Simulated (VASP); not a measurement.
# Al (P6_3/mmc) in VASP: notebook

Aim: see how the results for Al move with the level of theory and the settings. Levels: PBE+D3(BJ), PBE, PBE+D4, HSE06. Tasks: single point, relaxation of cell and atoms.

Everything below comes from runs of VASP 6.6.1. Logs are shortened: lines on timing, memory, paths and dates and some standing lists are left out, and cuts for length are marked.

**1. The cell of the first run**

The structure is hexagonal, space group P6_3/mmc (No. 194). Conventional cell: a = 2.812 Å, b = 2.812 Å, c = 4.867 Å, α = 90.00°, β = 90.00°, γ = 120.00°. Within 3.7 Å of Al (site symmetry -6m2) lie 12 Al at 2.81 to 2.93 Å.

**2. Single point, PBE+D3(BJ)**

INCAR

```
SYSTEM = Al
  ALGO = Normal
  EDIFF = 1E-6
  ENCUT = 520
  GGA = PE
  ISIF = 2
  ISMEAR = -1
  IVDW = 12
  LASPH = .TRUE.
  LCHARG = .TRUE.
  LELF = .TRUE.
  LREAL = .FALSE.
  LVHAR = .TRUE.
  LWAVE = .FALSE.
  NBANDS = 10
  NELM = 100
  PREC = Accurate
  SIGMA = 0.05
```

KPOINTS

```
k-points
0
G
  11 11 6
  0 0 0
```

POSCAR

```
Al
1.0
    2.8124553515      0.0000000000      0.0000000000
   -1.4062276757      2.4356577814      0.0000000000
    0.0000000000      0.0000000000      4.8668500000
Al
2
Direct
    0.3333333333      0.6666666667      0.2500000000
    0.6666666667      0.3333333333      0.7500000000
```

Potentials or basis: VASP PAW PBE potentials, release 64 (Al).

Launch:

```
$ cat potpaw_PBE.64/Al/POTCAR > POTCAR
$ mpirun -np 1 vasp_std > vasp.out
```

OUTCAR:

```text
SYSTEM = Al
   EDIFF = 1E-6
   ENCUT = 520
   GGA = PE
   ISIF = 2
   ISMEAR = -1
   IVDW = 12
   LASPH = .TRUE.
   LREAL = .FALSE.
   NELM = 100
   PREC = Accurate
 IVDW          = 12

 ion  position               nearest neighbor table
   1  0.333  0.667  0.250-   2 2.93   2 2.93   2 2.93   2 2.93   2 2.93   2 2.93
   2  0.667  0.333  0.750-   1 2.93   1 2.93   1 2.93   1 2.93   1 2.93   1 2.93

  LATTYP: Found a hexagonal cell.
 ALAT       =     2.8124553515
 C/A-ratio  =     1.7304630267

  Lattice vectors:

 A1 = (   2.8124553515,   0.0000000000,   0.0000000000)
 A2 = (  -1.4062276757,   2.4356577814,   0.0000000000)
 A3 = (   0.0000000000,   0.0000000000,   4.8668500000)

Analysis of symmetry for initial positions (statically):
=====================================================================
 Subroutine PRICEL returns:
 Original cell was already a primitive cell.

 Routine SETGRP: Setting up the symmetry group for a
 hexagonal supercell.

 Subroutine GETGRP returns: Found 24 space group operations
 (whereof 12 operations were pure point group operations)
 out of a pool of 24 trial point group operations.

The static configuration has the point symmetry D_3d.
 The point group associated with its full space group is D_6h.

Analysis of symmetry for dynamics (positions and initial velocities):
=====================================================================
 Subroutine PRICEL returns:
 Original cell was already a primitive cell.

 Routine SETGRP: Setting up the symmetry group for a
 hexagonal supercell.

 Subroutine GETGRP returns: Found 24 space group operations
 (whereof 12 operations were pure point group operations)
 out of a pool of 24 trial point group operations.

The dynamic configuration has the point symmetry D_3d.
 The point group associated with its full space group is D_6h.

 Subroutine INISYM returns: Found 24 space group operations
 (whereof 12 operations are pure point group operations),
 and found     1 'primitive' translations

----------------------------------------------------------------------------------------

                                     Primitive cell

  volume of cell :      33.3388

  direct lattice vectors                    reciprocal lattice vectors
     2.812455352  0.000000000  0.000000000     0.355561200  0.205283355  0.000000000
    -1.406227676  2.435657781  0.000000000     0.000000000  0.410566709  0.000000000
     0.000000000  0.000000000  4.866850000     0.000000000  0.000000000  0.205471712

  length of vectors
     2.812455352  2.812455351  4.866850000     0.410566709  0.410566709  0.205471712

[... 85 lines left out ...]
   NFREE  =      0    steps in history (QN), initial steepest desc. (CG)
   ISIF   =      2    stress and relaxation
   ISYM   =      2    0-nonsym 1-usesym 2-fastsym
   POTIM  = 0.5000    time-step for ionic-motion
   TEBEG  =    0.0;   TEEND  =   0.0 temperature during run
   PSTRESS=    0.0 pullay stress
   NELECT =       6.0000    total number of electrons
   NUPDOWN=      -1.0000    fix difference up-down
   EMIN   =  10.00;   EMAX   =-10.00  energy-range for DOS
[... 5 lines left out ...]
     AMIX     =   0.40;   BMIX     =  1.00
     AMIX_MAG =   1.60;   BMIX_MAG =  1.00
  volume/ion in A,a.u.               =      16.67       112.49
  Fermi-wavevector in a.u.,A,eV,Ry     =   0.924291  1.746656 11.623640  0.854313
  Thomas-Fermi vector in A             =   2.050021
   LORBIT       =      0    0 simple, 1 ext, 2 COOP (PROOUT), +10 PAW based schemes
   GGA     = PE    functional components
   LHFCALC =     F    Hartree Fock is set to
   AEXX    =    0.0000 exact exchange contribution
   IVDW    =    12    specifies the selected vdW correction
   LEPSILON=     F    determine dielectric tensor
   LRPA    =     F    only Hartree local field effects (RPA)
 non-spin polarized calculation
  energy-cutoff  :      520.00
  volume of cell :       33.34
 maximum number of plane-waves:       916
 NGX is ok and might be reduce to    24
   NGX = 11   NGY = 11   NGZ = 19

 number of electron       6.0000000 magnetization

 Free energy of the ion-electron system (eV)
  ---------------------------------------------------
  ext. energy  EPLUGINS =         0.00000000
  ---------------------------------------------------
  free energy    TOTEN  =        -7.43568424 eV

  energy without entropy =       -7.43115014  energy(sigma->0) =       -7.43341719

 E-fermi :   7.9137     XC(G=0): -10.1593

 val. band max:        7.8473349431   @ k =   0.2727   0.1818   0.3333
 cond. band min:       8.0566489048   @ k =   0.3636   0.0909   0.3333
 fundamental gap:      0.2093139617
 Fermi energy:         7.9136559786

 k-point     1 :       0.0000    0.0000    0.0000
  band No.  band energies     occupation
      1      -3.1752      2.00000
      2       2.8256      2.00000
      3       3.0645      2.00000
      4      19.0473      0.00000
      5      19.3268      0.00000
      6      19.3268      0.00000
      7      19.5513      0.00000
      8      19.5513      0.00000
      9      20.2722      0.00000
     10      22.6088      0.00000
[... 287 lines left out ...]
 k-point    24 :       0.1818    0.0909    0.1667
  band No.  band energies     occupation
      1      -1.5673      2.00000
      2       2.4910      2.00000
      3       6.4375      2.00000
      4      11.4618      0.00000
      5      13.4345      0.00000
      6      15.3129      0.00000
      7      17.1366      0.00000
      8      17.7880      0.00000
      9      19.1192      0.00000
     10      20.4189      0.00000

 [... further k-points ...]

------------------------ aborting loop because EDIFF is reached ----------------------------------------

 Edisp (eV)   -0.66567

 E8    (eV) :    -0.2977

  FORCE on cell =-STRESS in cart. coord.  units (eV):
  Direction    XX          YY          ZZ          XY          YZ          ZX
  --------------------------------------------------------------------------------------
  -------------------------------------------------------------------------------------
  Total      -0.35148    -0.35148    -1.28922    -0.00000     0.00000     0.00000
  in kB     -16.89106   -16.89106   -61.95647    -0.00000     0.00000     0.00000
  external pressure =      -31.91 kB  Pullay stress =        0.00 kB

 VOLUME and BASIS-vectors are now :
 -----------------------------------------------------------------------------
  energy-cutoff  :      520.00
  volume of cell :       33.34
      direct lattice vectors                 reciprocal lattice vectors
     2.812455352  0.000000000  0.000000000     0.355561200  0.205283355  0.000000000
    -1.406227676  2.435657781  0.000000000     0.000000000  0.410566709  0.000000000
     0.000000000  0.000000000  4.866850000     0.000000000  0.000000000  0.205471712

 POSITION                                       TOTAL-FORCE (eV/Angst)
 -----------------------------------------------------------------------------------
     -0.00000      1.62377      1.21671        -0.000000      0.000000     -0.000000
      1.40623      0.81189      3.65014         0.000000     -0.000000      0.000000
 -----------------------------------------------------------------------------------
    total drift:                                0.000000     -0.000000     -0.000000

  FREE ENERGIE OF THE ION-ELECTRON SYSTEM (eV)
  ---------------------------------------------------
  free  energy   TOTEN  =        -8.1013514206 eV

  energy  without entropy=       -8.0968173236  energy(sigma->0) =       -8.09908437
```

OSZICAR:

```text
N       E                     dE             d eps       ncg     rms          rms(c)
DAV:   1    -0.232528187096E+00   -0.23253E+00   -0.22768E+03  1280   0.468E+02
DAV:   2    -0.732519205602E+01   -0.70927E+01   -0.66805E+01  1688   0.541E+01
DAV:   3    -0.748208551055E+01   -0.15689E+00   -0.15637E+00  1718   0.619E+00
DAV:   4    -0.748299955848E+01   -0.91405E-03   -0.91397E-03  1522   0.468E-01
DAV:   5    -0.748300592387E+01   -0.63654E-05   -0.63652E-05  1580   0.439E-02    0.180E+00
DAV:   6    -0.745539595631E+01    0.27610E-01   -0.33020E-03  1472   0.313E-01    0.104E+00
DAV:   7    -0.743577667891E+01    0.19619E-01   -0.93615E-03  1394   0.491E-01    0.172E-01
DAV:   8    -0.743568843666E+01    0.88242E-04   -0.88905E-05  1820   0.556E-02    0.148E-02
DAV:   9    -0.743568514240E+01    0.32943E-05   -0.16964E-06  1504   0.662E-03    0.184E-03
DAV:  10    -0.743568424102E+01    0.90138E-06   -0.32804E-08   824   0.103E-03
   1 F= -.81013514E+01 E0= -.80990844E+01  d E =-.453410E-02
```

stdout:

```text
POSCAR found type information on POSCAR Al
 POSCAR found :  1 types and       2 ions
 scaLAPACK will be used
 LDA part: xc-table for (Slater+PW92), standard interpolation
 POSCAR, INCAR and KPOINTS ok, starting setup
 FFT: planning ... GRIDC
 FFT: planning ... GRID_SOFT
 FFT: planning ... GRID
 WAVECAR not read
 entering main loop
```

Run time: 10 s. Hardware: 1 thread of AMD EPYC 9R45 (Zen 5), shared host; peak memory 0.13 GiB.

Results:

- Free energy: -8.1014 eV
- Pressure: -3.2 GPa
- Band gap on the k mesh: zero (band 3 reaches 11.36 eV, above the bottom of band 4 at 4.96 eV)
- Dispersion energy per atom: -0.333 eV

Levels at points of the mesh, in eV from the Fermi level:
```
           k point  band 1  band 2  band 3  band 4  band 5  band 6
(0.00, 0.00, 0.00)  -11.09   -5.09   -4.85   11.13   11.41   11.41
(0.00, 0.00, 0.50)   -9.54   -9.54    2.36    2.36   12.45   12.45
```

Caveat: three body term missing; pairwise dispersion overbinds metals, which lowers pressure and volume.

**3. Relaxation of cell and atoms, PBE**

INCAR

```
PREC = Accurate
ENCUT = 600
EDIFF = 1E-6
ISMEAR = -1
SIGMA = 0.05
LREAL = False
LASPH = True
NELM = 100
ALGO = Normal
ISIF = 3
LWAVE = False
LCHARG = False
GGA = PE
IBRION = 2
NSW = 60
EDIFFG = -0.01
```

KPOINTS

```
Automatic mesh
0
Gamma
  11 11 6
```

POSCAR is that of step 2.

Potentials or basis: VASP PAW PBE potentials, release 64 (Al).

Launch:

```
$ cat potpaw_PBE.64/Al/POTCAR > POTCAR
$ mpirun -np 1 vasp_std > vasp.out
```

It took 33 s on 1 thread of AMD EPYC 9R45 (Zen 5), shared host; peak memory 0.13 GiB.

Results (log left out):

```
Free energy                            : -7.4547 eV
Relaxed volume                         : 16.63 Å³/atom
Relaxed cell                           : a = 2.854 Å, b = 2.854 Å, c = 4.715 Å, α = 90.00°, β = 90.00°, γ = 120.00°
Space group after relaxing (to 0.05 Å) : P6_3/mmc (No. 194)
Energy gained by relaxing              : 9.4 meV/atom
Ionic steps                            : 8
Pressure after relaxing                : 0.0 GPa
Band gap on the k mesh                 : zero (band 3 reaches 11.85 eV, above the bottom of band 4 at 4.88 eV)
```

Step by step:
| step | energy change (eV) | largest force (eV/Å) | pressure (GPa) | volume (Å³) |
| --- | --- | --- | --- | --- |
| 1 | 0.0000 | 0.0000 | 0.13 | 33.34 |
| 2 | -0.0122 | 0.0000 | -0.25 | 33.40 |
| 3 | -0.0029 | 0.0000 | -0.29 | 33.51 |
| 4 | -0.0182 | 0.0000 | -0.43 | 33.46 |
| 5 | -0.0186 | 0.0000 | -0.43 | 33.45 |
| 6 | -0.0186 | 0.0000 | -0.43 | 33.44 |
| 7 | -0.0188 | 0.0000 | 0.15 | 33.19 |
| 8 | -0.0189 | 0.0000 | 0.00 | 33.26 |

Final structure:
```cif
data_structure
_symmetry_space_group_name_H-M 'P 1'
_symmetry_Int_Tables_number 1
_cell_length_a 2.8539
_cell_length_b 2.8539
_cell_length_c 4.7151
_cell_angle_alpha 90.000
_cell_angle_beta 90.000
_cell_angle_gamma 120.000
_cell_volume 33.26
loop_
_atom_site_label
_atom_site_type_symbol
_atom_site_fract_x
_atom_site_fract_y
_atom_site_fract_z
_atom_site_occupancy
Al1 Al 0.33333 0.66667 0.25000 1
Al2 Al 0.66667 0.33333 0.75000 1
```

Levels at points of the mesh, in eV from the Fermi level:
```
           k point  band 1  band 2  band 3  band 4  band 5  band 6  band 7
(0.00, 0.00, 0.00)  -11.09   -4.63   -4.52   10.69   10.69   11.08   11.08
(0.00, 0.00, 0.50)   -9.43   -9.43    3.21    3.21   11.91   11.91   11.91
```

(Continued in part 2 of 2.)
